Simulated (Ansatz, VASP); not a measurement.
Two plane-wave programs on SnO2

```
Sn O
1.0
     3.29800    1.90410    4.01674
    -3.29800    1.90410    4.01674
     0.00000   -3.80820    4.01674
Sn O
4 8
Direct
  0.86468 0.86468 0.86468
  0.36482 0.36482 0.86482
  0.36482 0.86482 0.36482
  0.86482 0.36482 0.36482
  0.12350 0.62335 0.62335
  0.62335 0.12350 0.62335
  0.62335 0.62335 0.12350
  0.60621 0.60621 0.60621
  0.12347 0.12347 0.12347
  0.10609 0.10609 0.60624
  0.10609 0.60624 0.10609
  0.60624 0.10609 0.10609
```

Alike in both runs: task single point; functional PBEsol; k mesh 6 × 6 × 6; occupations gaussian, width 0.05 eV; no spin polarisation.

```csv
,VASP,Ansatz
version,VASP 6.6.1,Ansatz 0.2.0
potentials or method,"VASP PAW PBE potentials, release 64 (Sn_d, O), cutoff 520 eV","scalar-relativistic, plane waves, PAW"
valence electrons in the cell,104,104
```

```csv
,VASP,Ansatz,Ansatz less VASP
gap on the k mesh at the Fermi level (eV),1.19,1.21,+0.011
least direct gap on the mesh (eV),1.19,1.21,+0.011
pressure (GPa),-0.5,-1.2,-0.74
"traceless stress, the component that is largest in VASP (GPa)",4.11,4.69,+0.574
rms of the force components (eV/Å),0.274,0.249,-0.0250
```

VASP's potentials were made for PBE, not for PBEsol, and Ansatz warns of the same on its side. Atom by atom the forces differ by 0.025 eV/Å (rms over components).
